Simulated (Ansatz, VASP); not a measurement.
**EuS in VASP and in Ansatz**

Contents of INCAR:

```
PREC     = Accurate       # precision mode
ENCUT    = 600            # plane-wave cutoff, eV
EDIFF    = 1E-6           # SCF threshold, eV
ISMEAR   = -1             # smearing method
SIGMA    = 0.05           # smearing width, eV
LREAL    = F              # projectors in reciprocal space
LASPH    = T              # aspherical terms in the spheres
NELM     = 200            # most SCF steps
ALGO     = Normal         # electronic algorithm
ISIF     = 2              # what is computed and relaxed
LWAVE    = F              # write WAVECAR
LCHARG   = F              # write CHGCAR
MAGMOM   = 4.95 4.95 0 0 0 0 # initial moments
LORBIT   = 11             # projections on sites
LSORBIT  = T              # spin-orbit coupling
GGA_COMPAT= F            
LORBMOM  = T            
LMAXMIX  = 6              # l up to which the mixer works
GGA      = PS             # functional
NBANDS   = 35             # bands
```

Contents of KPOINTS:

```
regular mesh
0
Gamma
  6 6 6
```

Contents of POSCAR:

```
EuS
1.0
    0.0000000000      2.9785000000      2.9785000000
    2.9785000000      0.0000000000      2.9785000000
    2.9785000000      2.9785000000      0.0000000000
Eu S
1 1
Direct
    0.0000000000      0.0000000000      0.0000000000
    0.5000000000      0.5000000000      0.5000000000
```

File input.yaml:

```yaml
crystal:
  lattice:
    - [0.0, 2.9785, 2.9785]
    - [2.9785, 0.0, 2.9785]
    - [2.9785, 2.9785, 0.0]
  atoms:
    - { symbol: Eu, position: [0.0, 0.0, 0.0], spin: 7.0, spin_axis: [0.707107, 0.707107, 0.0] }
    - { symbol: S, position: [0.5, 0.5, 0.5] }
kpoints:
  mp_grid: { grid: [6, 6, 6] }
  band_path:
    path:
      - [0.0, 0.0, 0.0]
      - [0.5, 0.0, 0.5]
      - [0.5, 0.25, 0.75]
      - [0.375, 0.375, 0.75]
      - [0.0, 0.0, 0.0]
      - [0.5, 0.5, 0.5]
      - [0.625, 0.25, 0.625]
      - [0.5, 0.25, 0.75]
    npoints: 12
scf:
  occupations: { method: fermi_dirac, width: 0.05 }
hamiltonian:
  xc: pbesol
  pseudopotentials: { kind: all_electron, lapw: { basis_error: 0.001 } }
magnetization:
  noncollinear: true
  spin_orbit: true
output:
  forces: true
  stress: true
  eigenvalues: true
```

Alike in both runs: functional PBEsol; k mesh 6 × 6 × 6; occupations fermi-dirac, width 0.05 eV; non-collinear spin, spin-orbit coupling.

|  | VASP | Ansatz |
| --- | --- | --- |
| version | VASP 6.6.1 | Ansatz 0.2.0 |
| potentials or method | VASP PAW PBE potentials, release 64 (Eu, S), cutoff 600 eV | all-electron LAPW, relativistic spinors |
| task | single point | band structure |

Ansatz gave:

* pressure (GPa): -5.7
* net moment per atom (μB): 3.46

What did VASP give for the same quantities?

Pressure (GPa): -5.9; net moment per atom (μB): 3.46.

VASP's potentials were made for PBE, not for PBEsol. Ansatz ran all-electron here, and VASP with PAW potentials.

Noted on Ansatz's run: the k mesh is thin for a metal, which can move the energy by tens of meV per atom; the magnetic state may not be the lowest; the open f shell may have settled in a state that isn't the lowest.
